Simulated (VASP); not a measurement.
# K (I4/mmm) in VASP: notebook

The runs below take K through electric field gradients, with PBE.

Everything below comes from runs of VASP 6.6.1. Logs are shortened: lines on timing, memory, paths and dates and some standing lists are left out, and cuts for length are marked.

## (1) The cell of the first run

It takes space group I4/mmm (No. 139, tetragonal). Conventional cell: a = 5.210 Å, b = 5.210 Å, c = 5.288 Å, α = 90.00°, β = 90.00°, γ = 90.00°.

## (2) Electric field gradients, PBE (z stretched by +1 % at fixed volume)

INCAR reads:

```
ALGO     = Normal         # electronic algorithm
EDIFF    = 1E-8           # SCF threshold, eV
ENCUT    = 520            # plane-wave cutoff, eV
GGA      = PE             # functional
ISIF     = 2              # what is computed and relaxed
ISMEAR   = -1             # smearing method
LASPH    = T              # aspherical terms in the spheres
LCHARG   = F              # write CHGCAR
LEFG     = T            
LREAL    = F              # projectors in reciprocal space
LWAVE    = F              # write WAVECAR
NBANDS   = 10             # bands
NELM     = 100            # most SCF steps
PREC     = Accurate       # precision mode
SIGMA    = 0.08           # smearing width, eV
```

KPOINTS reads:

```
k-points
0
Gamma
  10 10 10
```

POSCAR reads:

```
K
1.0
   -2.6050073639      2.6050073639      2.6441800000
    2.6050073639     -2.6050073639      2.6441800000
    2.6050073639      2.6050073639     -2.6441800000
K
1
Direct
    0.0000000000      0.0000000000      0.0000000000
```

Potentials or basis: VASP PAW PBE potentials, release 64 (K_sv).

Command:

```sh
cat potpaw_PBE.64/K_sv/POTCAR > POTCAR
mpirun -np 1 vasp_std > vasp.out
```

OUTCAR:

```text
EDIFF = 1E-8
   ENCUT = 520
   GGA = PE
   ISIF = 2
   ISMEAR = -1
   LASPH = T
   LREAL = F
   NELM = 100
   PREC = Accurate

 ion  position               nearest neighbor table
   1  0.000  0.000  0.000-

  LATTYP: Found a body centered tetragonal cell.
 ALAT       =     5.2100147278
 C/A-ratio  =     1.0150374378

  Lattice vectors:

 A1 = (  -2.6050073639,   2.6050073639,   2.6441800000)
 A2 = (   2.6050073639,  -2.6050073639,   2.6441800000)
 A3 = (   2.6050073639,   2.6050073639,  -2.6441800000)

Analysis of symmetry for initial positions (statically):
=====================================================================
 Subroutine PRICEL returns:
 Original cell was already a primitive cell.

 Routine SETGRP: Setting up the symmetry group for a
 body centered tetragonal supercell.

 Subroutine GETGRP returns: Found 16 space group operations
 (whereof 16 operations were pure point group operations)
 out of a pool of 16 trial point group operations.

The static configuration has the point symmetry D_4h.

Analysis of symmetry for dynamics (positions and initial velocities):
=====================================================================
 Subroutine PRICEL returns:
 Original cell was already a primitive cell.

 Routine SETGRP: Setting up the symmetry group for a
 body centered tetragonal supercell.

 Subroutine GETGRP returns: Found 16 space group operations
 (whereof 16 operations were pure point group operations)
 out of a pool of 16 trial point group operations.

The dynamic configuration has the point symmetry D_4h.

 Subroutine INISYM returns: Found 16 space group operations
 (whereof 16 operations are pure point group operations),
 and found     1 'primitive' translations

----------------------------------------------------------------------------------------

                                     Primitive cell

  volume of cell :      71.7743

  direct lattice vectors                    reciprocal lattice vectors
    -2.605007364  2.605007364  2.644180000     0.000000000  0.191938037  0.189094540
     2.605007364 -2.605007364  2.644180000     0.191938037  0.000000000  0.189094540
     2.605007364  2.605007364 -2.644180000     0.191938037  0.191938037  0.000000000

  length of vectors
     4.534734237  4.534734237  4.534734237     0.269438221  0.269438221  0.271441375

  position of ions in fractional coordinates (direct lattice)
     0.000000000  0.000000000  0.000000000

  ion indices of the primitive-cell ions
   primitive index   ion index
                 1           1

----------------------------------------------------------------------------------------

 KPOINTS: k-points

Automatic generation of k-mesh.
 Grid dimensions read from file:
 generate k-points for:   10   10   10

 Generating k-lattice:

  Cartesian coordinates                     Fractional coordinates (reciprocal lattice)
     0.000000000  0.019193804  0.018909454     0.100000000 -0.000000000  0.000000000
     0.019193804  0.000000000  0.018909454    -0.000000000  0.100000000  0.000000000
     0.019193804  0.019193804  0.000000000     0.000000000  0.000000000  0.100000000

  Length of vectors
     0.026943822  0.026943822  0.027144138

  Shift w.r.t. Gamma in fractional coordinates (k-lattice)
     0.000000000  0.000000000  0.000000000

 Subroutine IBZKPT returns following result:
 ===========================================

 Found    102 irreducible k-points:

 Following reciprocal coordinates:
            Coordinates               Weight
  0.000000  0.000000  0.000000      1.000000
  0.100000 -0.000000  0.000000      8.000000
  0.200000 -0.000000  0.000000      8.000000
  0.300000 -0.000000  0.000000      8.000000
  0.400000 -0.000000  0.000000      8.000000
  0.500000 -0.000000  0.000000      4.000000
[... 16 lines left out ...]
  0.300000  0.300000  0.000000      8.000000
  0.400000  0.300000  0.000000     16.000000
 [... further k-points ...]
   k-points           NKPTS =    102   k-points in BZ     NKDIM =    102   number of bands    NBANDS=     10
   number of dos      NEDOS =    301   number of ions     NIONS =      1
   total plane-waves  NPLWV =  46656
   dimension x,y,z NGX =    36 NGY =   36 NGZ =   36
   dimension x,y,z NGXF=    72 NGYF=   72 NGZF=   72
   ions per type =               1
   NGX,Y,Z   is equivalent  to a cutoff of  13.20, 13.20, 13.20 a.u.
   NGXF,Y,Z  is equivalent  to a cutoff of  26.40, 26.40, 26.40 a.u.
 SYSTEM =  unknown system
   PREC   = accura    normal or accurate (medium, high low for compatibility)
   ISTART =      0    job   : 0-new  1-cont  2-samecut
   ICHARG =      2    charge: 1-file 2-atom 10-const
   ISPIN  =      1    spin polarized calculation?
   LNONCOLLINEAR =      F non collinear calculations
   LSORBIT =      F    spin-orbit coupling
   LASPH  =      T    aspherical Exc in radial PAW
   ENCUT  =  520.0 eV  38.22 Ry    6.18 a.u.   8.43  8.43  8.43*2*pi/ulx,y,z
   NELM   =    100;   NELMIN=  2; NELMDL= -5     # of ELM steps
   EDIFF  = 0.1E-07   stopping-criterion for ELM
   LREAL  =      F    real-space projection
   EDIFFG = 0.1E-06   stopping-criterion for IOM
   NSW    =      0    number of steps for IOM
   IBRION =     -1    ionic relax: 0-MD 1-quasi-New 2-CG
   NFREE  =      0    steps in history (QN), initial steepest desc. (CG)
   ISIF   =      2    stress and relaxation
   ISYM   =      2    0-nonsym 1-usesym 2-fastsym
   POTIM  = 0.5000    time-step for ionic-motion
   TEBEG  =    0.0;   TEEND  =   0.0 temperature during run
   PSTRESS=    0.0 pullay stress
   NELECT =       9.0000    total number of electrons
   NUPDOWN=      -1.0000    fix difference up-down
   EMIN   =  10.00;   EMAX   =-10.00  energy-range for DOS
   EFERMI =   0.00;   METHOD = LEGACY
   ISMEAR =    -1;   SIGMA  =   0.08  broadening in eV -4-tet -1-fermi 0-gaus
   EFERMI_NEDOS =   21; number of points for ismear=-14 and -15
   IALGO  =     38    algorithm
   IMIX   =      4    mixing-type and parameters
     AMIX     =   0.40;   BMIX     =  1.00
     AMIX_MAG =   1.60;   BMIX_MAG =  1.00
  volume/ion in A,a.u.               =      71.77       484.36
  Fermi-wavevector in a.u.,A,eV,Ry     =   0.819406  1.548454  9.135317  0.671427
  Thomas-Fermi vector in A             =   1.930206
   LORBIT       =      0    0 simple, 1 ext, 2 COOP (PROOUT), +10 PAW based schemes
   GGA     = PE    functional components
   LHFCALC =     F    Hartree Fock is set to
   AEXX    =    0.0000 exact exchange contribution
   IVDW    =     0    specifies the selected vdW correction
   LEPSILON=     F    determine dielectric tensor
   LRPA    =     F    only Hartree local field effects (RPA)
 non-spin polarized calculation
  energy-cutoff  :      520.00
  volume of cell :       71.77
 maximum number of plane-waves:      1950
 NGX is ok and might be reduce to    36
   NGX = 17   NGY = 17   NGZ = 17

 number of electron       9.0000000 magnetization

 Free energy of the ion-electron system (eV)
  ---------------------------------------------------
  ext. energy  EPLUGINS =         0.00000000
  ---------------------------------------------------
  free energy    TOTEN  =        -1.05338592 eV

  energy without entropy =       -1.03532071  energy(sigma->0) =       -1.04435332

 E-fermi :  -0.0656     XC(G=0):  -5.7104

 val. band max:       -0.0684789827   @ k =   0.5000   0.2000   0.0000
 cond. band min:      -0.0622451436   @ k =  -0.3000   0.4000   0.2000
 fundamental gap:      0.0062338391
 Fermi energy:        -0.0656301935

 k-point     1 :       0.0000    0.0000    0.0000
  band No.  band energies     occupation
      1     -32.1828      2.00000
      2     -15.6307      2.00000
      3     -15.6307      2.00000
      4     -15.6306      2.00000
      5      -2.2567      2.00000
      6       4.2289      0.00000
      7       4.2289      0.00000
      8       4.3031      0.00000
      9       5.1274      0.00000
     10       5.2267      0.00000

 k-point     2 :       0.1000   -0.0000    0.0000
  band No.  band energies     occupation
      1     -32.1824      2.00000
      2     -15.6378      2.00000
      3     -15.6331      2.00000
      4     -15.6306      2.00000
      5      -2.1306      2.00000
      6       4.0314      0.00000
      7       4.1042      0.00000
      8       4.3724      0.00000
      9       4.9504      0.00000
     10       5.1748      0.00000
[... 274 lines left out ...]
 k-point    24 :       0.4000    0.3000    0.0000
  band No.  band energies     occupation
      1     -32.1777      2.00000
      2     -15.6879      2.00000
      3     -15.6734      2.00000
      4     -15.6397      2.00000
      5       0.7111      0.00012
      6       1.3716      0.00000
      7       1.8047      0.00000
      8       4.5787      0.00000
      9       5.1902      0.00000
     10       5.5374      0.00000

 [... further k-points ...]
[... 5 lines left out ...]
  --------------------------------------------------------------------------------------
  -------------------------------------------------------------------------------------
  Total        0.0452888      0.0452888      0.0460076      0.0000000      0.0000000      0.0000000
  in kB        1.0109564      1.0109564      1.0270010      0.0000000      0.0000000      0.0000000
  external PRESSURE =       1.0163046 kB  Pullay stress =       0.0000000 kB

 VOLUME and BASIS-vectors are now :
 -----------------------------------------------------------------------------
  energy-cutoff  :      520.00
  volume of cell :       71.77
      direct lattice vectors                 reciprocal lattice vectors
    -2.605007364  2.605007364  2.644180000     0.000000000  0.191938037  0.189094540
     2.605007364 -2.605007364  2.644180000     0.191938037  0.000000000  0.189094540
     2.605007364  2.605007364 -2.644180000     0.191938037  0.191938037  0.000000000

 POSITION                                       TOTAL-FORCE (eV/Angst)
 -----------------------------------------------------------------------------------
      0.00000      0.00000      0.00000        -0.000000     -0.000000      0.000000
 -----------------------------------------------------------------------------------
    total drift:                               -0.000000      0.000000      0.000000

  FREE ENERGIE OF THE ION-ELECTRON SYSTEM (eV)
  ---------------------------------------------------
  free  energy   TOTEN  =        -1.0533859221 eV

  energy  without entropy=       -1.0353207146  energy(sigma->0) =       -1.04435332

 Electric field gradients (V/A^2)
---------------------------------------------------------------------
 ion       V_xx      V_yy      V_zz      V_xy      V_xz      V_yz
---------------------------------------------------------------------
   1       0.029     0.029    -0.058     0.000     0.000     0.000
---------------------------------------------------------------------

 Electric field gradients after diagonalization (V/A^2)
 (convention: |V_zz| > |V_xx| > |V_yy|)
----------------------------------------------------------------------
 ion       V_xx      V_yy      V_zz     asymmetry (V_yy - V_xx)/ V_zz
----------------------------------------------------------------------
   1       0.029     0.029    -0.058       0.012
----------------------------------------------------------------------

           NMR quadrupolar parameters

 Cq : quadrupolar parameter    Cq=e*Q*V_zz/h
 eta: asymmetry parameters     (V_yy - V_xx)/ V_zz
 Q  : nuclear electric quadrupole moment in mb (millibarn)
----------------------------------------------------------------------
 ion       Cq(MHz)       eta       Q (mb)
----------------------------------------------------------------------
   1      -0.000       0.012       1.000
----------------------------------------------------------------------
```

Run time: 57 s. Hardware: 1 thread of Intel Xeon Platinum 8259CL at 2.50GHz (Skylake/Cascade Lake), shared host; peak memory 0.23 GiB.

Results:

* Free energy: -1.0534 eV
* Pressure: 0.1 GPa
* Band gap on the k mesh: zero (an odd number of electrons rules out a gap without spin polarisation)
* Largest electric field gradient by atom: K -0.06 V/Å²

Levels at points of the mesh, in eV from the Fermi level:
```csv
k point,band 2,band 3,band 4,band 5,band 6,band 7,band 8,band 9
"(0.00, 0.00, 0.00)",-15.57,-15.57,-15.56,-2.19,4.29,4.29,4.37,5.19
"(0.50, 0.00, 0.00)",-15.64,-15.59,-15.56,0.44,0.69,3.20,4.90,5.76
"(0.50, 0.50, 0.00)",-15.64,-15.59,-15.57,0.47,0.73,3.12,4.96,5.81
"(0.50, 0.50, 0.50)",-15.62,-15.62,-15.62,1.64,1.69,3.43,3.60,3.60
```

Caveat: without QUAD_EFG the Cq values of the log hold for a quadrupole moment of 1 mb, not for the nuclei.

## (3) Electric field gradients, PBE (z stretched by +1 % at fixed volume)

INCAR reads:

```
SYSTEM = K
ALGO = Normal
EDIFF = 1E-8
ENCUT = 520
GGA = PE
ISIF = 2
ISMEAR = -1
LASPH = .True.
LCHARG = .False.
LEFG = .True.
LREAL = .False.
LWAVE = .False.
NBANDS = 10
NELM = 60
PREC = Accurate
SIGMA = 0.08
```

KPOINTS reads:

```
k-points
0
Gamma
  10 10 10
  0 0 0
```

POSCAR is that of step 2.

Potentials or basis: VASP PAW PBE potentials, release 64 (K_sv).

Command:

```sh
cat potpaw_PBE.64/K_sv/POTCAR > POTCAR
mpirun -np 1 vasp_std > vasp.out
```

OUTCAR:

```text
SYSTEM = K
   EDIFF = 1E-8
   ENCUT = 520
   GGA = PE
   ISIF = 2
   ISMEAR = -1
   LASPH = .True.
   LREAL = .False.
   NELM = 60
   PREC = Accurate

 ion  position               nearest neighbor table
   1  0.000  0.000  0.000-

  LATTYP: Found a body centered tetragonal cell.
 ALAT       =     5.2100147278
 C/A-ratio  =     1.0150374378

  Lattice vectors:

[... 519 lines left out ...]
 -----------------------------------------------------------------------------------
    total drift:                               -0.000000      0.000000      0.000000

  FREE ENERGIE OF THE ION-ELECTRON SYSTEM (eV)
  ---------------------------------------------------
  free  energy   TOTEN  =        -1.0533859221 eV

  energy  without entropy=       -1.0353207146  energy(sigma->0) =       -1.04435332

 Electric field gradients (V/A^2)
---------------------------------------------------------------------
 ion       V_xx      V_yy      V_zz      V_xy      V_xz      V_yz
---------------------------------------------------------------------
   1       0.029     0.029    -0.058     0.000     0.000     0.000
---------------------------------------------------------------------

 Electric field gradients after diagonalization (V/A^2)
 (convention: |V_zz| > |V_xx| > |V_yy|)
----------------------------------------------------------------------
 ion       V_xx      V_yy      V_zz     asymmetry (V_yy - V_xx)/ V_zz
----------------------------------------------------------------------
   1       0.029     0.029    -0.058       0.012
----------------------------------------------------------------------

           NMR quadrupolar parameters

 Cq : quadrupolar parameter    Cq=e*Q*V_zz/h
 eta: asymmetry parameters     (V_yy - V_xx)/ V_zz
 Q  : nuclear electric quadrupole moment in mb (millibarn)
----------------------------------------------------------------------
 ion       Cq(MHz)       eta       Q (mb)
----------------------------------------------------------------------
   1      -0.000       0.012       1.000
----------------------------------------------------------------------
```

OSZICAR:

```text
N       E                     dE             d eps       ncg     rms          rms(c)
DAV:   1     0.460872633047E+02    0.46087E+02   -0.36274E+03  2040   0.690E+02
DAV:   2     0.619137507564E+00   -0.45468E+02   -0.44812E+02  2178   0.190E+02
DAV:   3    -0.989384133208E+00   -0.16085E+01   -0.16035E+01  3128   0.289E+01
DAV:   4    -0.105153828570E+01   -0.62154E-01   -0.61719E-01  2770   0.455E+00
DAV:   5    -0.105283940118E+01   -0.13011E-02   -0.13009E-02  3012   0.531E-01    0.206E+00
DAV:   6    -0.105292606928E+01   -0.86668E-04   -0.16161E-03  3146   0.255E-01    0.128E+00
DAV:   7    -0.105331631218E+01   -0.39024E-03   -0.28308E-03  3092   0.336E-01    0.536E-02
DAV:   8    -0.105336981898E+01   -0.53507E-04   -0.12063E-04  2536   0.129E-01    0.193E-02
DAV:   9    -0.105338730368E+01   -0.17485E-04   -0.14933E-05  2498   0.322E-02    0.800E-03
DAV:  10    -0.105338610727E+01    0.11964E-05   -0.33982E-06  3126   0.148E-02    0.128E-03
DAV:  11    -0.105338602471E+01    0.82559E-07   -0.38660E-08  2376   0.174E-03    0.522E-04
DAV:  12    -0.105338589073E+01    0.13398E-06   -0.11556E-08  2828   0.702E-04    0.116E-04
DAV:  13    -0.105338590933E+01   -0.18605E-07   -0.24139E-10  1408   0.102E-04    0.736E-05
DAV:  14    -0.105338592242E+01   -0.13087E-07   -0.12925E-10  1350   0.850E-05    0.358E-06
DAV:  15    -0.105338592210E+01    0.31696E-09   -0.29849E-11  1264   0.391E-05
   1 F= -.10533859E+01 E0= -.10443533E+01  d E =-.180652E-01
```

stdout:

```text
POSCAR found type information on POSCAR K
 POSCAR found :  1 types and       1 ions
 scaLAPACK will be used
 LDA part: xc-table for (Slater+PW92), standard interpolation
 POSCAR, INCAR and KPOINTS ok, starting setup
 FFT: planning ... GRIDC
 FFT: planning ... GRID_SOFT
 FFT: planning ... GRID
 WAVECAR not read
 entering main loop
ion   1
```

Wall time 56 s (1 thread of Intel Xeon Platinum 8259CL at 2.50GHz (Skylake/Cascade Lake), shared host); peak memory 0.23 GiB.

Results:

| Property | Result |
| --- | --- |
| Free energy | -1.0534 eV |
| Pressure | 0.1 GPa |
| Band gap on the k mesh | zero (an odd number of electrons rules out a gap without spin polarisation) |
| Largest electric field gradient by atom | K -0.06 V/Å² |

Levels at points of the mesh, in eV from the Fermi level:
| k point | band 1 | band 2 | band 3 | band 4 | band 5 | band 6 | band 7 | band 8 | band 9 | band 10 |
| --- | --- | --- | --- | --- | --- | --- | --- | --- | --- | --- |
| (0.00, 0.00, 0.00) | -32.12 | -15.57 | -15.57 | -15.56 | -2.19 | 4.29 | 4.29 | 4.37 | 5.19 | 5.29 |
| (0.50, 0.00, 0.00) | -32.11 | -15.64 | -15.59 | -15.56 | 0.44 | 0.69 | 3.20 | 4.90 | 5.76 | 6.05 |
| (0.50, 0.50, 0.00) | -32.11 | -15.64 | -15.59 | -15.57 | 0.47 | 0.73 | 3.12 | 4.96 | 5.81 | 5.96 |
| (0.50, 0.50, 0.50) | -32.11 | -15.62 | -15.62 | -15.62 | 1.64 | 1.69 | 3.43 | 3.60 | 3.60 | 5.67 |

Caveat: without QUAD_EFG the Cq values of the log hold for a quadrupole moment of 1 mb, not for the nuclei.
